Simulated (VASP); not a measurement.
Wanted: the native input for a VASP 6.6.1 run.

```
Task                   : single point
Functional             : PBE
Potentials or basis    : VASP PAW PBE potentials, release 64 (Ru_pv, Si)
Cutoff                 : 520 eV
k mesh                 : 10 × 6 × 1
Occupations            : gaussian, width 0.1 eV
Spin                   : no spin polarisation
Dipole correction      : yes
Further INCAR settings : ALGO = Normal; EDIFF = 1e-06; NBANDS = 53
```

The structure of SiRu6 lies in POSCAR:

```
SiRu6
1.0
    2.7197977462      0.0000000000      0.0000000000
    0.0000000000      4.2966597640      0.0000000000
    0.0000000000      0.0000000000     20.8383397414
Ru Si
6 1
Direct
    0.0000000000      0.7500000000      0.1919538720
    0.5000000000      0.2500000000      0.2296314409
    0.5000000000      0.7500000000      0.3049865786
    0.0000000000      0.2500000000      0.3407382302
    0.0000000000      0.7500000000      0.4168575075
    0.5000000000      0.2500000000      0.4481326179
    1.0000000000      0.3500000000      0.5408053927
```

These files were run (other wordings do the same):

INCAR

```
SYSTEM = SiRu6
PREC = Accurate
ENCUT = 520
EDIFF = 1E-6
ISMEAR = 0
SIGMA = 0.1
LREAL = .False.
LASPH = .True.
NELM = 100
ALGO = Normal
ISIF = 2
LWAVE = .False.
LCHARG = .True.
LDIPOL = .True.
IDIPOL = 3
DIPOL = 0.5 0.5 0.353
GGA = PE
LELF = .True.
LVHAR = .True.
LVACPOTAV = .True.
NBANDS = 53
```

KPOINTS

```
Automatic mesh
0
Gamma
  10 6 1
  0 0 0
```

Potentials or basis: VASP PAW PBE potentials, release 64 (Ru_pv, Si).

Run with:

```sh
$ cat potpaw_PBE.64/Ru_pv/POTCAR potpaw_PBE.64/Si/POTCAR > POTCAR
$ mpirun -np 1 vasp_std > vasp.out
```

Results of the run:

| Quantity | Value |
| --- | --- |
| Largest force | 1.160 eV/Å |
| Band gap on the k mesh | zero (band 44 reaches 2.57 eV, above the bottom of band 45 at 1.28 eV) |

Wall time 5.1 min on 1 thread of Intel(R) Xeon(R) 6975P-C (Granite Rapids), on a shared host, peak memory 0.44 GiB.
